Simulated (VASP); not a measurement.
# Si6O11 (a cell with a defect) in VASP: notebook, part 2 of 3

VASP 6.6.1. Earlier steps stand in the parts before.

## Step 3: Single point, PBE

INCAR reads:

```
  PREC = Accurate
  ENCUT = 520
  EDIFF = 1E-6
  ISMEAR = 0
  SIGMA = 0.05
  LREAL = Auto
  LASPH = True
  NELM = 100
  ALGO = Normal
  ISIF = 2
  LWAVE = False
  LCHARG = True
  GGA = PE
  LELF = True
  LVHAR = True
  NELECT = 88.0
  NBANDS = 59
```

KPOINTS reads:

```
regular mesh
0
Gamma
  4 4 2
```

POSCAR reads:

```
Si6O11
1.0
   -2.5103274377      4.3480146658      0.0000000000
    0.0000000000      0.0000000000      5.5092660079
    7.5309823132      4.3480146658      0.0000000000
Si O
6 11
Direct
    0.7617495765      0.3333333333      0.2382504235
    0.2617495765      0.3333333333      0.7382504235
    0.9765008470      0.6666666667      0.5000000000
    0.4765008470      0.6666666667      0.0000000000
    0.2617495765      0.0000000000      0.2617495765
    0.7617495765      0.0000000000      0.7617495765
    0.0486521033      0.2055717715      0.2072260374
    0.5486521033      0.2055717715      0.7072260374
    0.7865130045      0.5389051049      0.3720609296
    0.2865130045      0.5389051049      0.8720609296
    0.6648348922      0.8722384382      0.9207130329
    0.2865130045      0.7944282285      0.1279390704
    0.7865130045      0.7944282285      0.6279390704
    0.6648348922      0.4610948951      0.0792869671
    0.1648348922      0.4610948951      0.5792869671
    0.1648348922     -0.1277615618      0.4207130329
    0.0486521033      0.1277615618      0.7927739626
```

Potentials or basis: VASP PAW PBE potentials, release 64 (Si, O).

Started as:

```bash
$ cat potpaw_PBE.64/Si/POTCAR potpaw_PBE.64/O/POTCAR > POTCAR
$ mpirun -np 1 vasp_std > vasp.out
```

OUTCAR:

```text
PREC = Accurate
   ENCUT = 520
   EDIFF = 1E-6
   ISMEAR = 0
   LREAL = Auto
   LASPH = True
   NELM = 100
   ISIF = 2
   GGA = PE
   NELECT = 88.0

 ion  position               nearest neighbor table
   1  0.762  0.333  0.238-  14 1.63   7 1.63   9 1.63   5 3.12   5 3.12   3 3.12   4 3.12
   2  0.262  0.333  0.738-  15 1.63   8 1.63  17 1.63  10 1.63   6 3.12   6 3.12   4 3.12   3 3.12

   3  0.977  0.667  0.500-  13 1.63   9 1.63  16 1.63  15 1.63   5 3.12   6 3.12   1 3.12   2 3.12

   4  0.477  0.667  0.000-  12 1.63  10 1.63  11 1.63  14 1.63   6 3.12   5 3.12   2 3.12   1 3.12

   5  0.262  0.000  0.262-  16 1.63  12 1.63   7 1.63   3 3.12   4 3.12   1 3.12   1 3.12
   6  0.762  0.000  0.762-  11 1.63  17 1.63  13 1.63   8 1.63   4 3.12   3 3.12   2 3.12   2 3.12

   7  0.049  0.206  0.207-   1 1.63   5 1.63
   8  0.549  0.206  0.707-   2 1.63   6 1.63
   9  0.787  0.539  0.372-   3 1.63   1 1.63
  10  0.287  0.539  0.872-   4 1.63   2 1.63
  11  0.665  0.872  0.921-   6 1.63   4 1.63
  12  0.287  0.794  0.128-   4 1.63   5 1.63
  13  0.787  0.794  0.628-   3 1.63   6 1.63
  14  0.665  0.461  0.079-   1 1.63   4 1.63
  15  0.165  0.461  0.579-   2 1.63   3 1.63
  16  0.165  0.872  0.421-   5 1.63   3 1.63
  17  0.049  0.128  0.793-   6 1.63   2 1.63

  LATTYP: Found a simple orthorhombic cell.
 ALAT       =     5.0206548755
 B/A-ratio  =     1.0973201992
 C/A-ratio  =     1.7320508076

  Lattice vectors:

 A1 = (  -2.5103274377,   4.3480146658,   0.0000000000)
 A2 = (   0.0000000000,   0.0000000000,   5.5092660079)
 A3 = (   7.5309823132,   4.3480146658,   0.0000000000)

Analysis of symmetry for initial positions (statically):
=====================================================================
 Subroutine PRICEL returns:
[... 169 lines left out ...]
  volume/ion in A,a.u.               =      14.15        95.48
  Fermi-wavevector in a.u.,A,eV,Ry     =   1.170875  2.212634 18.652897  1.370949
  Thomas-Fermi vector in A             =   2.307327
   LORBIT       =      0    0 simple, 1 ext, 2 COOP (PROOUT), +10 PAW based schemes
   GGA     = PE    functional components
   LHFCALC =     F    Hartree Fock is set to
   AEXX    =    0.0000 exact exchange contribution
   IVDW    =     0    specifies the selected vdW correction
   LEPSILON=     F    determine dielectric tensor
   LRPA    =     F    only Hartree local field effects (RPA)
 non-spin polarized calculation
 Gauss-broadening in eV      SIGMA  =   0.05
  energy-cutoff  :      520.00
  volume of cell :      240.53
 maximum number of plane-waves:      6512
 NGX is ok and might be reduce to    40
   NGX = 19   NGY = 21   NGZ = 33

 number of electron      87.9999992 magnetization

 Free energy of the ion-electron system (eV)
  ---------------------------------------------------
  ext. energy  EPLUGINS =         0.00000000
  ---------------------------------------------------
  free energy    TOTEN  =      -133.40657816 eV

  energy without entropy =     -133.39043263  energy(sigma->0) =     -133.39850539

 E-fermi :   0.4833     XC(G=0):  -8.5715

 val. band max:        0.4807700504   @ k =   0.5000   0.0000   0.5000
 cond. band min:       0.4846913496   @ k =   0.0000   0.5000   0.0000
 fundamental gap:      0.0039212992
 Fermi energy:         0.4832799543

 k-point     1 :       0.0000    0.0000    0.0000
  band No.  band energies     occupation
      1     -19.0584      2.00000
      2     -18.3476      2.00000
      3     -18.1576      2.00000
      4     -17.9211      2.00000
      5     -17.8387      2.00000
      6     -17.2968      2.00000
[... 1169 lines left out ...]
     55      10.5629      0.00000
     56      10.6179      0.00000
 [bands above 56 left out]

------------------------ aborting loop because EDIFF is reached ----------------------------------------

  FORCE on cell =-STRESS in cart. coord.  units (eV):
  Direction    XX          YY          ZZ          XY          YZ          ZX
  --------------------------------------------------------------------------------------
  -------------------------------------------------------------------------------------
  Total      -16.4994874    -16.6544065    -17.1516684      0.2453800     -2.5079160      1.7628866
  in kB     -109.9020838   -110.9339904   -114.2462221      1.6344615    -16.7050764     11.7424803
  external PRESSURE =    -111.6940988 kB  Pullay stress =       0.0000000 kB

 VOLUME and BASIS-vectors are now :
 -----------------------------------------------------------------------------
  energy-cutoff  :      520.00
  volume of cell :      240.53
      direct lattice vectors                 reciprocal lattice vectors
    -2.510327438  4.348014666  0.000000000    -0.099588602  0.172492518  0.000000000
     0.000000000  0.000000000  5.509266008     0.000000000  0.000000000  0.181512383
     7.530982313  4.348014666  0.000000000     0.099588602  0.057497506  0.000000000

 POSITION                                       TOTAL-FORCE (eV/Angst)
 -----------------------------------------------------------------------------------
     -0.11798      4.34801      1.83642        -0.947830      0.699106      2.418500
      4.90267      4.34801      1.83642        -0.020685     -0.188917      0.164413
      1.31415      6.41985      3.67284         1.130320      1.032083     -0.546826
     -1.19617      2.07183      3.67284        -1.304166     -0.869799      0.291422
      1.31415      2.27618      0.00000         0.948816     -1.637368     -1.727942
      3.82448      6.62420      0.00000        -0.080058      0.079695     -0.072104
[... 9 lines left out ...]
      2.75459      2.54597      4.80539        -1.176761      0.292081      1.144028
      5.84823      3.65853      0.70387         0.032871      0.085033      0.008692
 -----------------------------------------------------------------------------------
    total drift:                                0.005858     -0.009101      0.000805

  FREE ENERGIE OF THE ION-ELECTRON SYSTEM (eV)
  ---------------------------------------------------
  free  energy   TOTEN  =      -133.4065781560 eV

  energy  without entropy=     -133.3904326295  energy(sigma->0) =     -133.39850539
```

stdout:

```text
POSCAR found type information on POSCAR SiO
 POSCAR found :  2 types and      17 ions
 scaLAPACK will be used
 LDA part: xc-table for (Slater+PW92), standard interpolation
 POSCAR, INCAR and KPOINTS ok, starting setup
 FFT: planning ... GRIDC
 FFT: planning ... GRID_SOFT
 FFT: planning ... GRID
 WAVECAR not read
 entering main loop
 the old and the new charge density differ
 old charge density:    90.00000 new   88.00000
    0.333E+01
```

It took 15 min on 1 thread of Intel Xeon Platinum 8375C at 2.90GHz (Ice Lake), shared host; peak memory 0.42 GiB.

What came out:

```yaml
Free_energy: -133.4066 eV
Largest_force: 2.690 eV/Å
```

Forces in eV/Å, atoms in the order of the input:
```
Si  -0.948  0.699  2.418
Si  -0.021 -0.189  0.164
Si   1.130  1.032 -0.547
Si  -1.304 -0.870  0.291
Si   0.949 -1.637 -1.728
Si  -0.080  0.080 -0.072
O    0.099  0.237 -0.357
O   -0.093  0.053 -0.074
O   -0.312 -1.185 -0.929
O    0.306  0.248  0.123
O    0.506  0.109 -0.300
O    0.638  0.752  0.981
O   -0.241 -0.128  0.024
O    0.714  0.614 -1.223
O   -0.199 -0.191  0.077
O   -1.177  0.292  1.144
O    0.033  0.085  0.009
```

Levels at points of the mesh, in eV from the Fermi level:
```csv
k point,band 41,band 42,band 43,band 44,band 45,band 46,band 47,band 48
"(0.00, 0.00, 0.00)",-0.71,-0.53,-0.27,-0.17,-0.03,4.54,6.42,6.76
"(0.50, 0.00, 0.00)",-0.69,-0.56,-0.04,0.00,0.61,3.39,6.71,6.82
"(0.00, 0.50, 0.00)",-0.87,-0.22,-0.16,-0.08,0.00,4.16,6.92,7.29
"(0.50, 0.50, 0.00)",-0.57,-0.54,-0.48,-0.37,0.44,3.64,6.53,7.05
"(0.00, 0.00, 0.50)",-0.63,-0.51,-0.30,-0.16,-0.03,4.54,6.20,7.11
"(0.50, 0.00, 0.50)",-0.61,-0.53,-0.04,0.00,0.62,3.41,6.69,6.73
"(0.00, 0.50, 0.50)",-0.82,-0.36,-0.23,-0.04,0.02,4.17,7.03,7.22
"(0.50, 0.50, 0.50)",-0.61,-0.54,-0.33,-0.28,0.39,3.64,6.54,7.04
```

Caveat: the k points lie up to 0.36 Å⁻¹ apart; the cell carries a net charge on a neutralising background, which shifts energy and pressure; the cell differs from its parent crystal (atoms taken out, atom 16 moved 1.000 of the way to it and +0.000 Å across, host rigid); the cell is charged against a uniform background, so pressure and absolute levels hang on convention.

(Part 2 of 3 ends here.)
